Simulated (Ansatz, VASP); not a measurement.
# One calculation of AlN, two programs

```
Al N
1.0
     0.00000    2.18488    2.18488
     2.18488    0.00000    2.18488
     2.18488    2.18488    0.00000
Al N
1 1
Direct
  0.00000 0.00000 0.00000
  0.25000 0.25000 0.25000
```

Alike in both runs: task single point; functional r2SCAN; k mesh 10 × 10 × 10; no spin polarisation.

```csv
,VASP,Ansatz
version,VASP 6.6.1,Ansatz 0.2.0
potentials or method,"VASP PAW PBE potentials, release 64 (Al, N)","plane waves, PAW"
plane-wave cutoff (eV),520,500
occupations,"gaussian, width 0.01 eV",fixed
valence electrons in the cell,8,8
```

Ansatz gave:

```
gap on the k mesh at the Fermi level (eV) : 3.94
pressure (GPa)                            : 0.0
```

Task: What did VASP give for the same quantities?

Result: gap on the k mesh at the Fermi level (eV): 3.93; pressure (GPa): -0.4.

VASP's potentials were made for PBE, not for r2SCAN.
